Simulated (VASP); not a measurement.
# La3B2 (Pm-3m) in VASP: notebook, part 2 of 2

VASP 6.6.1.

### 5 Relaxation of cell and atoms, PBE

This run uses another cell than the first one, of 21.56 Å³/atom, 0.788 times its volume.

INCAR

```
SYSTEM = La3B2
ALGO = Normal
EDIFF = 1E-7
EDIFFG = -0.04
ENCUT = 600
GGA = PE
IBRION = 2
ISIF = 3
ISMEAR = 0
LASPH = .TRUE.
LCHARG = .FALSE.
LREAL = .FALSE.
LWAVE = .FALSE.
NELM = 100
NSW = 90
PREC = Accurate
SIGMA = 0.1
```

KPOINTS

```
k-points
0
G
  4 4 4
  0 0 0
```

POSCAR

```
La3B2
1.0
    4.7594024600      0.0000000000      0.0000000000
    0.0000000000      4.7594024600      0.0000000000
    0.0000000000      0.0000000000      4.7594024600
La B
3 2
Direct
    0.0000000000      0.5000000000      0.5000000000
    0.5000000000      0.0000000000      0.5000000000
    0.5000000000      0.5000000000      0.0000000000
    0.5000000000      0.5000000000      0.5000000000
    0.0000000000      0.0000000000      0.0000000000
```

Potentials or basis: VASP PAW PBE potentials, release 64 (La, B).

The run is started by

```bash
$ cat potpaw_PBE.64/La/POTCAR potpaw_PBE.64/B/POTCAR > POTCAR
$ mpirun -np 1 vasp_std > vasp.out
```

OUTCAR:

```text
SYSTEM = La3B2
   EDIFF = 1E-7
   EDIFFG = -0.04
   ENCUT = 600
   GGA = PE
   IBRION = 2
   ISIF = 3
   ISMEAR = 0
   LASPH = .TRUE.
   LREAL = .FALSE.
   NELM = 100
   NSW = 90
   PREC = Accurate

 ion  position               nearest neighbor table
   1  0.000  0.500  0.500-   4 2.38   4 2.38   2 3.37   3 3.37   2 3.37   2 3.37   3 3.37   3 3.37
                             3 3.37   2 3.37
   2  0.500  0.000  0.500-   4 2.38   4 2.38   1 3.37   3 3.37   1 3.37   3 3.37   3 3.37   3 3.37
                             1 3.37   1 3.37
   3  0.500  0.500  0.000-   4 2.38   4 2.38   1 3.37   1 3.37   2 3.37   2 3.37   2 3.37   2 3.37
                             1 3.37   1 3.37
   4  0.500  0.500  0.500-   1 2.38   2 2.38   3 2.38   3 2.38   2 2.38   1 2.38
   5  0.000  0.000  0.000-

  LATTYP: Found a simple cubic cell.
 ALAT       =     4.7594024600

  Lattice vectors:

 A1 = (   4.7594024600,   0.0000000000,   0.0000000000)
 A2 = (   0.0000000000,   4.7594024600,   0.0000000000)
[... 174 lines left out ...]
 cond. band min:       8.6532436446   @ k =   0.2500   0.2500   0.0000
 fundamental gap:      0.2068517394
 Fermi energy:         8.6242488031

 k-point     1 :       0.0000    0.0000    0.0000
  band No.  band energies     occupation
      1     -23.5945      2.00000
      2     -22.8992      2.00000
      3     -22.8992      2.00000
      4      -8.4892      2.00000
      5      -8.4892      2.00000
      6      -8.4892      2.00000
[... 326 lines left out ...]
--------------------------------------- Ionic step        3  -------------------------------------------

 number of electron      39.0000006 magnetization

 Free energy of the ion-electron system (eV)
  ---------------------------------------------------
  ext. energy  EPLUGINS =         0.00000000
  ---------------------------------------------------
  free energy    TOTEN  =       -24.99778476 eV

  energy without entropy =      -24.98452309  energy(sigma->0) =      -24.99115393

 E-fermi :   6.3571     XC(G=0):  -9.4526

 val. band max:        6.1515022347   @ k =   0.5000   0.0000   0.0000
 cond. band min:       6.3829169401   @ k =   0.5000   0.2500   0.2500
 fundamental gap:      0.2314147054
 Fermi energy:         6.3571229606

 k-point     1 :       0.0000    0.0000    0.0000
  band No.  band energies     occupation
      1     -26.1017      2.00000
      2     -25.8196      2.00000
      3     -25.8196      2.00000
      4     -10.4149      2.00000
      5     -10.4149      2.00000
      6     -10.4149      2.00000
[... 281 lines left out ...]
  FREE ENERGIE OF THE ION-ELECTRON SYSTEM (eV)
  ---------------------------------------------------
  free  energy   TOTEN  =       -24.9977847608 eV

  energy  without entropy=      -24.9845230925  energy(sigma->0) =      -24.99115393

 reached required accuracy - stopping structural energy minimisation
```

OSZICAR:

```text
N       E                     dE             d eps       ncg     rms          rms(c)
DAV:   1     0.486264693766E+03    0.48626E+03   -0.15364E+04   460   0.270E+03
DAV:   2     0.802602934184E+02   -0.40600E+03   -0.40154E+03   748   0.459E+02
DAV:   3    -0.149950968617E+02   -0.95255E+02   -0.94556E+02   872   0.285E+02
[... 50 lines left out ...]
DAV:   9    -0.249977900631E+02   -0.12522E-05   -0.92210E-05   762   0.809E-02    0.104E-02
DAV:  10    -0.249977860324E+02    0.40307E-05   -0.15309E-05   896   0.245E-02    0.569E-03
DAV:  11    -0.249977851942E+02    0.83823E-06   -0.75020E-06   833   0.157E-02    0.326E-03
DAV:  12    -0.249977848572E+02    0.33701E-06   -0.58464E-07   624   0.606E-03    0.188E-03
DAV:  13    -0.249977847608E+02    0.96321E-07   -0.58889E-08   419   0.371E-03
   3 F= -.24997785E+02 E0= -.24991154E+02  d E =-.130871E+01
```

Run time: 2 min. Hardware: 1 thread of Intel Xeon 6975P-C (Granite Rapids), shared host; peak memory 0.26 GiB.

Results:

| Item | Value |
| --- | --- |
| Free energy | -24.9978 eV |
| Relaxed volume | 27.37 Å³/atom |
| Relaxed cell | a = 5.153 Å, b = 5.153 Å, c = 5.153 Å, α = 90.00°, β = 90.00°, γ = 90.00° |
| Space group after relaxing (to 0.05 Å) | Pm-3m (No. 221) |
| Energy gained by relaxing | 261.7 meV/atom |
| Ionic steps | 3 |
| Pressure after relaxing | 0.1 GPa |

Step by step:
```tsv
step	energy change (eV)	largest force (eV/Å)	pressure (GPa)	volume (Å³)
1	0.0000	0.0000	16.80	107.81
2	-1.2094	0.0000	-3.01	147.09
3	-1.3087	0.0000	0.07	136.85
```

Final structure:
```
La B
1.0
     5.15329    0.00000    0.00000
     0.00000    5.15329    0.00000
     0.00000    0.00000    5.15329
La B
3 2
Direct
  0.00000 0.50000 0.50000
  0.50000 0.00000 0.50000
  0.50000 0.50000 0.00000
  0.50000 0.50000 0.50000
  0.00000 0.00000 0.00000
```

Caveat: the volume moved by over 15 % at a fixed basis, so the end points are rough; spin-orbit coupling is left out, which moves the levels of the heavy elements.

### 6 Single point, PBE

This run uses another cell than the first one, of 21.56 Å³/atom, 0.788 times its volume.

INCAR

```
SYSTEM = La3B2
PREC     = Accurate       ! precision mode
ENCUT    = 520            ! plane-wave cutoff, eV
EDIFF    = 1E-6           ! SCF threshold, eV
ISMEAR   = 0              ! smearing method
SIGMA    = 0.1            ! smearing width, eV
LREAL    = .False.        ! projectors in reciprocal space
LASPH    = .True.         ! aspherical terms in the spheres
NELM     = 100            ! most SCF steps
ALGO     = Normal         ! electronic algorithm
ISIF     = 2              ! what is computed and relaxed
LWAVE    = .False.        ! write WAVECAR
LCHARG   = .False.        ! write CHGCAR
GGA      = PE             ! functional
NBANDS   = 28             ! bands
```

KPOINTS

```
regular mesh
0
Gamma
  4 4 4
  0 0 0
```

POSCAR is that of step 5.

Potentials or basis: VASP PAW PBE potentials, release 64 (La, B).

The run is started by

```bash
$ cat potpaw_PBE.64/La/POTCAR potpaw_PBE.64/B/POTCAR > POTCAR
$ mpirun -np 1 vasp_std > vasp.out
```

OUTCAR:

```text
SYSTEM = La3B2
   PREC = Accurate
   ENCUT = 520
   EDIFF = 1E-6
   ISMEAR = 0
   LREAL = .False.
   LASPH = .True.
   NELM = 100
   ISIF = 2
   GGA = PE

 ion  position               nearest neighbor table
   1  0.000  0.500  0.500-   4 2.38   4 2.38   2 3.37   3 3.37   2 3.37   2 3.37   3 3.37   3 3.37
                             3 3.37   2 3.37
   2  0.500  0.000  0.500-   4 2.38   4 2.38   1 3.37   3 3.37   1 3.37   3 3.37   3 3.37   3 3.37
                             1 3.37   1 3.37
   3  0.500  0.500  0.000-   4 2.38   4 2.38   1 3.37   1 3.37   2 3.37   2 3.37   2 3.37   2 3.37
                             1 3.37   1 3.37
   4  0.500  0.500  0.500-   1 2.38   2 2.38   3 2.38   3 2.38   2 2.38   1 2.38
   5  0.000  0.000  0.000-

  LATTYP: Found a simple cubic cell.
 ALAT       =     4.7594024600

  Lattice vectors:

 A1 = (   4.7594024600,   0.0000000000,   0.0000000000)
 A2 = (   0.0000000000,   4.7594024600,   0.0000000000)
 A3 = (   0.0000000000,   0.0000000000,   4.7594024600)

Analysis of symmetry for initial positions (statically):
=====================================================================
[... 166 lines left out ...]
 val. band max:        8.4466490297   @ k =   0.2500   0.0000   0.0000
 cond. band min:       8.6533620955   @ k =   0.2500   0.2500   0.0000
 fundamental gap:      0.2067130658
 Fermi energy:         8.6245303831

 k-point     1 :       0.0000    0.0000    0.0000
  band No.  band energies     occupation
      1     -23.5943      2.00000
      2     -22.8991      2.00000
      3     -22.8991      2.00000
      4      -8.4893      2.00000
      5      -8.4893      2.00000
      6      -8.4893      2.00000
[... 299 lines left out ...]
     27      10.9711      0.00000
     28      10.9711      0.00000

------------------------ aborting loop because EDIFF is reached ----------------------------------------

  FORCE on cell =-STRESS in cart. coord.  units (eV):
  Direction    XX          YY          ZZ          XY          YZ          ZX
  --------------------------------------------------------------------------------------
  -------------------------------------------------------------------------------------
  Total       11.3064187     11.3064187     11.3064187      0.0000000     -0.0000000      0.0000000
  in kB      168.0267215    168.0267215    168.0267215      0.0000000     -0.0000000      0.0000000
  external PRESSURE =     168.0267215 kB  Pullay stress =       0.0000000 kB

 VOLUME and BASIS-vectors are now :
 -----------------------------------------------------------------------------
  energy-cutoff  :      520.00
  volume of cell :      107.81
      direct lattice vectors                 reciprocal lattice vectors
     4.759402460  0.000000000  0.000000000     0.210110410  0.000000000  0.000000000
     0.000000000  4.759402460  0.000000000     0.000000000  0.210110410  0.000000000
     0.000000000  0.000000000  4.759402460     0.000000000  0.000000000  0.210110410

 POSITION                                       TOTAL-FORCE (eV/Angst)
 -----------------------------------------------------------------------------------
      0.00000      2.37970      2.37970         0.000000      0.000000      0.000000
      2.37970      0.00000      2.37970         0.000000      0.000000      0.000000
      2.37970      2.37970      0.00000         0.000000      0.000000      0.000000
      2.37970      2.37970      2.37970         0.000000      0.000000      0.000000
      0.00000      0.00000      0.00000         0.000000      0.000000      0.000000
 -----------------------------------------------------------------------------------
    total drift:                                0.000000      0.000000      0.000000

  FREE ENERGIE OF THE ION-ELECTRON SYSTEM (eV)
  ---------------------------------------------------
  free  energy   TOTEN  =       -23.6854351665 eV

  energy  without entropy=      -23.6636117857  energy(sigma->0) =      -23.67452348
```

OSZICAR:

```text
N       E                     dE             d eps       ncg     rms          rms(c)
DAV:   1     0.473508003137E+03    0.47351E+03   -0.13609E+04   560   0.198E+03
DAV:   2     0.670964524091E+02   -0.40641E+03   -0.39727E+03   840   0.376E+02
DAV:   3    -0.181738571142E+02   -0.85270E+02   -0.83664E+02   972   0.198E+02
DAV:   4    -0.289948747813E+02   -0.10821E+02   -0.10531E+02  1096   0.747E+01
DAV:   5    -0.301857654622E+02   -0.11909E+01   -0.11838E+01  1104   0.264E+01    0.138E+01
DAV:   6    -0.249756176269E+02    0.52101E+01   -0.85815E+01   944   0.360E+01    0.691E+00
DAV:   7    -0.236926848409E+02    0.12829E+01   -0.10323E+01  1076   0.193E+01    0.333E+00
DAV:   8    -0.236862799694E+02    0.64049E-02   -0.50509E-01  1064   0.499E+00    0.184E+00
DAV:   9    -0.236840243015E+02    0.22557E-02   -0.58268E-02  1040   0.210E+00    0.323E-01
DAV:  10    -0.236850365260E+02   -0.10122E-02   -0.90777E-03  1080   0.682E-01    0.146E-01
DAV:  11    -0.236855669514E+02   -0.53043E-03   -0.37075E-03  1000   0.345E-01    0.864E-02
DAV:  12    -0.236854409657E+02    0.12599E-03   -0.20633E-03  1000   0.176E-01    0.424E-02
DAV:  13    -0.236854362865E+02    0.46793E-05   -0.20101E-04  1064   0.103E-01    0.119E-02
DAV:  14    -0.236854357325E+02    0.55395E-06   -0.37362E-05  1096   0.358E-02    0.415E-03
DAV:  15    -0.236854351665E+02    0.56602E-06   -0.22787E-06   712   0.157E-02
   1 F= -.23685435E+02 E0= -.23674523E+02  d E =-.218234E-01
```

stdout:

```text
POSCAR found type information on POSCAR LaB
 POSCAR found :  2 types and       5 ions
 scaLAPACK will be used
 LDA part: xc-table for (Slater+PW92), standard interpolation
 POSCAR, INCAR and KPOINTS ok, starting setup
 FFT: planning ... GRIDC
 FFT: planning ... GRID_SOFT
 FFT: planning ... GRID
 WAVECAR not read
 entering main loop
```

Wall time 28 s (1 thread of Intel Xeon 6975P-C (Granite Rapids), shared host); peak memory 0.21 GiB.

What came out:

```
Free energy : -23.6854 eV
Pressure    : 16.8 GPa
```

Caveat: spin-orbit coupling is left out, which moves the levels of the heavy elements.

### 7 The runs side by side

```csv
task,cell,k mesh,cutoff (eV),gap on the mesh (eV),pressure (GPa)
single point,"a = 5.153 Å, 5 atoms",8 × 8 × 8,520,none,0.0
relaxation of cell and atoms,"relaxed from a = 5.153 Å, 5 atoms",8 × 8 × 8,600,none,0.0
single point,"a = 5.153 Å, 5 atoms",4 × 4 × 4,520,none,0.1
relaxation of cell and atoms,"relaxed from a = 4.759 Å, 5 atoms",4 × 4 × 4,600,none,0.1
single point,"a = 4.759 Å, 5 atoms",4 × 4 × 4,520,none,16.8
```

Alike in all rows: level PBE; potentials or basis VASP PAW PBE potentials, release 64 (La, B); no spin polarisation; smearing gaussian 0.1 eV.

Caveats: spin-orbit coupling is left out, which moves the levels of the heavy elements; the relaxation stopped at its first step, so nothing moved (some runs); the volume moved by over 15 % at a fixed basis, so the end points are rough (some runs).

Total energies depend on the potentials used, so only differences within one code and one set of settings carry meaning.
